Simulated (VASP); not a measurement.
# BeTe (I-4m2) in VASP: further runs, part 2 of 2

VASP 6.6.1. The steps go on from the part before.

**3. Single point, r2SCAN (uniaxial x strain +4.0%)**

POSCAR reads:

```
BeTe
1.0
    0.0000000000      2.8286236224      2.8286236224
    2.9423342920      0.0000000000      2.8286236224
    2.9423342920      2.8286236224      0.0000000000
Be Te
1 1
Direct
    0.0000000000      0.0000000000      0.0000000000
    0.2500000000      0.2500000000      0.2500000000
```

INCAR.step1 reads:

```
SYSTEM = BeTe
  PREC = Accurate
  ENCUT = 520
  ISMEAR = 0
  SIGMA = 0.01
  LREAL = .False.
  LASPH = .True.
  NELM = 80
  NBANDS = 11
  GGA = PE
  ALGO = Normal
  EDIFF = 1E-4
  LWAVE = .True.
  LCHARG = .False.
```

INCAR.step2 reads:

```
SYSTEM = BeTe
  PREC = Accurate
  ENCUT = 520
  EDIFF = 1E-6
  ISMEAR = 0
  SIGMA = 0.01
  LREAL = .False.
  LASPH = .True.
  NELM = 80
  ALGO = Normal
  ISIF = 2
  LWAVE = .False.
  LCHARG = .False.
  METAGGA = R2SCAN
  LMIXTAU = .True.
  NBANDS = 11
  ISTART = 1
```

KPOINTS reads:

```
Automatic mesh
0
Gamma
  8 8 8
  0 0 0
```

Potentials or basis: VASP PAW PBE potentials, release 64 (Be, Te).

Run with:

```
$ cat potpaw_PBE.64/Be/POTCAR potpaw_PBE.64/Te/POTCAR > POTCAR
$ cp INCAR.step1 INCAR
$ mpirun -np 1 vasp_std > vasp.out
$ cp INCAR.step2 INCAR
$ mpirun -np 1 vasp_std > vasp.out
```

OUTCAR:

```text
SYSTEM = BeTe
   PREC = Accurate
   ENCUT = 520
   EDIFF = 1E-6
   ISMEAR = 0
   LREAL = .False.
   LASPH = .True.
   NELM = 80
   ISIF = 2
   METAGGA = R2SCAN
   ISTART = 1

 ion  position               nearest neighbor table
   1  0.000  0.000  0.000-   2 2.48   2 2.48   2 2.48   2 2.48
   2  0.250  0.250  0.250-   1 2.48   1 2.48   1 2.48   1 2.48

  LATTYP: Found a body centered tetragonal cell.
 ALAT       =     4.0002778896
 C/A-ratio  =     1.4710649476

  Lattice vectors:

 A1 = (   2.9423342920,   0.0000000000,   2.8286236224)
 A2 = (   2.9423342920,   0.0000000000,  -2.8286236224)
 A3 = (  -2.9423342920,   2.8286236224,   0.0000000000)

Analysis of symmetry for initial positions (statically):
=====================================================================
 Subroutine PRICEL returns:
 Original cell was already a primitive cell.

 Routine SETGRP: Setting up the symmetry group for a
 body centered tetragonal supercell.

 Subroutine GETGRP returns: Found  8 space group operations
 (whereof  8 operations were pure point group operations)
 out of a pool of 16 trial point group operations.

The static configuration has the point symmetry D_2d.

Analysis of symmetry for dynamics (positions and initial velocities):
=====================================================================
 Subroutine PRICEL returns:
 Original cell was already a primitive cell.

 Routine SETGRP: Setting up the symmetry group for a
 body centered tetragonal supercell.

 Subroutine GETGRP returns: Found  8 space group operations
 (whereof  8 operations were pure point group operations)
 out of a pool of 16 trial point group operations.

The dynamic configuration has the point symmetry D_2d.

 Subroutine INISYM returns: Found  8 space group operations
 (whereof  8 operations are pure point group operations),
 and found     1 'primitive' translations

[... 117 lines left out ...]
  Thomas-Fermi vector in A             =   2.030459
   LORBIT       =      0    0 simple, 1 ext, 2 COOP (PROOUT), +10 PAW based schemes
   METAGGA = R2SCAN    functional components
   LHFCALC =     F    Hartree Fock is set to
   AEXX    =    0.0000 exact exchange contribution
   IVDW    =     0    specifies the selected vdW correction
   LEPSILON=     F    determine dielectric tensor
   LRPA    =     F    only Hartree local field effects (RPA)
 non-spin polarized calculation
 Gauss-broadening in eV      SIGMA  =   0.01
  energy-cutoff  :      520.00
  volume of cell :       47.08
 maximum number of plane-waves:      1287
 NGX is ok and might be reduce to    30
   NGX = 15   NGY = 15   NGZ = 15

 number of electron       8.0000000 magnetization

 Free energy of the ion-electron system (eV)
  ---------------------------------------------------
  ext. energy  EPLUGINS =         0.00000000
  ---------------------------------------------------
  free energy    TOTEN  =       -30.66441082 eV

  energy without entropy =      -30.66441082  energy(sigma->0) =      -30.66441082

 E-fermi :   4.5374     XC(G=0):  -9.2605

 val. band max:        4.4298404483   @ k =   0.0000   0.0000   0.0000
 cond. band min:       6.7318232860   @ k =   0.5000   0.5000   0.0000
 fundamental gap:      2.3019828376
 Fermi energy:         4.5373678214

 k-point     1 :       0.0000    0.0000    0.0000
  band No.  band energies     occupation
      1      -8.0771      2.00000
      2       4.2033      2.00000
      3       4.4298      2.00000
      4       4.4298      2.00000
      5       8.4061      0.00000
      6       8.4061      0.00000
      7       8.4469      0.00000
      8       8.4818      0.00000
      9      13.2965      0.00000
     10      14.5754      0.00000
     11      15.3876      0.00000
[... 309 lines left out ...]
 k-point    24 :       0.3750    0.1250    0.1250
  band No.  band energies     occupation
      1      -7.2397      2.00000
      2       0.5201      2.00000
      3       2.4396      2.00000
      4       3.8403      2.00000
      5       8.6639      0.00000
      6       9.4424      0.00000
      7       9.6090      0.00000
      8      11.5375      0.00000
      9      13.2893      0.00000
     10      14.6929      0.00000
     11      16.0779      0.00000

 [... further k-points ...]
[... 5 lines left out ...]
  --------------------------------------------------------------------------------------
  -------------------------------------------------------------------------------------
  Total       -1.1008404     -0.3499629     -0.3499629      0.0000000      0.0000000      0.0000000
  in kB      -37.4595540    -11.9085877    -11.9085877      0.0000000      0.0000000      0.0000000
  external PRESSURE =     -20.4255765 kB  Pullay stress =       0.0000000 kB

 VOLUME and BASIS-vectors are now :
 -----------------------------------------------------------------------------
  energy-cutoff  :      520.00
  volume of cell :       47.08
      direct lattice vectors                 reciprocal lattice vectors
     0.000000000  2.828623622  2.828623622    -0.169933104  0.176764415  0.176764415
     2.942334292  0.000000000  2.828623622     0.169933104 -0.176764415  0.176764415
     2.942334292  2.828623622  0.000000000     0.169933104  0.176764415 -0.176764415

 POSITION                                       TOTAL-FORCE (eV/Angst)
 -----------------------------------------------------------------------------------
      0.00000      0.00000      0.00000        -0.000000     -0.000000     -0.000000
      1.47117      1.41431      1.41431         0.000000      0.000000      0.000000
 -----------------------------------------------------------------------------------
    total drift:                                0.000000      0.000000      0.000000

  FREE ENERGIE OF THE ION-ELECTRON SYSTEM (eV)
  ---------------------------------------------------
  free  energy   TOTEN  =       -30.6644108179 eV

  energy  without entropy=      -30.6644108179  energy(sigma->0) =      -30.66441082
```

It took 65 s on 1 thread of Intel Xeon Platinum 8488C (Sapphire Rapids), shared host; peak memory 0.19 GiB.

What came out:

* Free energy: -30.6644 eV
* Pressure: -2.0 GPa
* Band gap on the k mesh: 2.30 eV, indirect (least direct gap 3.98 eV)

Stress tensor (GPa, compression positive):
```
-3.75  0.00  0.00
 0.00 -1.19  0.00
 0.00  0.00 -1.19
```

Levels at points of the mesh, in eV from the valence-band top:
| k point | band 1 | band 2 | band 3 | band 4 | band 5 | band 6 | band 7 | band 8 |
| --- | --- | --- | --- | --- | --- | --- | --- | --- |
| (0.00, 0.00, 0.00) | -12.51 | -0.23 | 0.00 | 0.00 | 3.98 | 3.98 | 4.02 | 4.05 |
| (0.50, 0.00, 0.00) | -11.20 | -5.49 | -1.33 | -0.98 | 3.28 | 4.91 | 5.09 | 8.41 |
| (0.50, 0.50, 0.00) | -10.66 | -5.06 | -2.74 | -2.67 | 2.30 | 2.88 | 10.00 | 10.19 |
| (0.00, 0.50, 0.50) | -10.82 | -5.27 | -2.44 | -2.44 | 2.57 | 3.21 | 10.11 | 10.11 |

Caveat: the cell differs from its parent crystal (uniaxial x strain +4.0%); the PAW data sets were made with another functional, which shifts forces and pressure a little; spin-orbit coupling is left out, which moves the levels of the heavy elements.

**4. Single point, HSE06 (uniaxial x strain +4.0%)**

POSCAR is that of step 3.

INCAR.step1 reads:

```
PREC     = Accurate       # precision mode
ENCUT    = 520            # plane-wave cutoff, eV
EDIFF    = 1E-5           # SCF threshold, eV
ISMEAR   = 0              # smearing method
SIGMA    = 0.01           # smearing width, eV
LREAL    = F              # projectors in reciprocal space
LASPH    = T              # aspherical terms in the spheres
NELM     = 100            # most SCF steps
ALGO     = Normal         # electronic algorithm
ISIF     = 2              # what is computed and relaxed
LWAVE    = T              # write WAVECAR
GGA      = PE             # functional
NBANDS   = 11             # bands
```

INCAR.step2 reads:

```
PREC     = Accurate       # precision mode
ENCUT    = 520            # plane-wave cutoff, eV
EDIFF    = 1E-6           # SCF threshold, eV
ISMEAR   = 0              # smearing method
SIGMA    = 0.01           # smearing width, eV
LREAL    = F              # projectors in reciprocal space
LASPH    = T              # aspherical terms in the spheres
NELM     = 100            # most SCF steps
ALGO     = Normal         # electronic algorithm
ISIF     = 2              # what is computed and relaxed
LWAVE    = F              # write WAVECAR
LCHARG   = T              # write CHGCAR
GGA      = PE             # functional
LHFCALC  = T              # exact exchange
HFSCREEN = 0.2079         # screening, 1/A
PRECFOCK = Normal       
LELF     = T              # ELF
LVHAR    = T            
ISTART   = 1            
NBANDS   = 11             # bands
```

KPOINTS reads:

```
regular mesh
0
Gamma
  6 6 6
```

Run with:

```
$ cat potpaw_PBE.64/Be/POTCAR potpaw_PBE.64/Te/POTCAR > POTCAR
$ cp INCAR.step1 INCAR
$ mpirun -np 1 vasp_std > vasp.out
$ cp INCAR.step2 INCAR
$ mpirun -np 1 vasp_std > vasp.out
```

It took 13 min on 1 thread of Intel Xeon Platinum 8488C (Sapphire Rapids), shared host; peak memory 0.3 GiB.

It converged, with:

- Free energy: -8.7180 eV
- Pressure: -3.0 GPa
- Band gap on the k mesh: 2.61 eV, indirect (least direct gap 4.12 eV)

Stress tensor (GPa, compression positive):
```
-4.79  0.00  0.00
 0.00 -2.17  0.00
 0.00  0.00 -2.17
```

Levels at points of the mesh, in eV from the valence-band top:
| k point | band 1 | band 2 | band 3 | band 4 | band 5 | band 6 | band 7 | band 8 |
| --- | --- | --- | --- | --- | --- | --- | --- | --- |
| (0.00, 0.00, 0.00) | -13.16 | -0.23 | 0.00 | 0.00 | 4.12 | 4.42 | 4.42 | 4.50 |
| (0.50, 0.00, 0.00) | -11.78 | -5.82 | -1.38 | -1.03 | 3.56 | 5.35 | 5.55 | 8.78 |
| (0.50, 0.50, 0.00) | -11.23 | -5.36 | -2.87 | -2.79 | 2.61 | 3.27 | 10.51 | 10.67 |
| (0.00, 0.50, 0.50) | -11.38 | -5.57 | -2.56 | -2.56 | 2.87 | 3.59 | 10.61 | 10.61 |

Caveat: the cell differs from its parent crystal (uniaxial x strain +4.0%); the PAW data sets were made with another functional, which shifts forces and pressure a little; spin-orbit coupling is left out, which moves the levels of the heavy elements. A k mesh can miss the band edges.

**5. Summary**

| level | k mesh | smearing | grid for exact exchange (PRECFOCK) | screening parameter | gap on the mesh (eV) | pressure (GPa) |
| --- | --- | --- | --- | --- | --- | --- |
| PBE | 8 × 8 × 8 | fermi-dirac 0.02 eV | - | - | 1.95 | -1.8 |
| r2SCAN | 8 × 8 × 8 | gaussian 0.01 eV | - | - | 2.30 | -2.0 |
| HSE06 | 6 × 6 × 6 | gaussian 0.01 eV | Normal | 0.2079 1/Å | 2.61 | -3.0 |

Alike in all rows: task single point; potentials or basis VASP PAW PBE potentials, release 64 (Be, Te); no spin polarisation; cell as given; cutoff (eV) 520.

Caveats: spin-orbit coupling is left out, which moves the levels of the heavy elements; the PAW data sets were made with another functional, which shifts forces and pressure a little (some runs).

Total energies depend on the potentials used, so only differences within one code and one set of settings carry meaning.
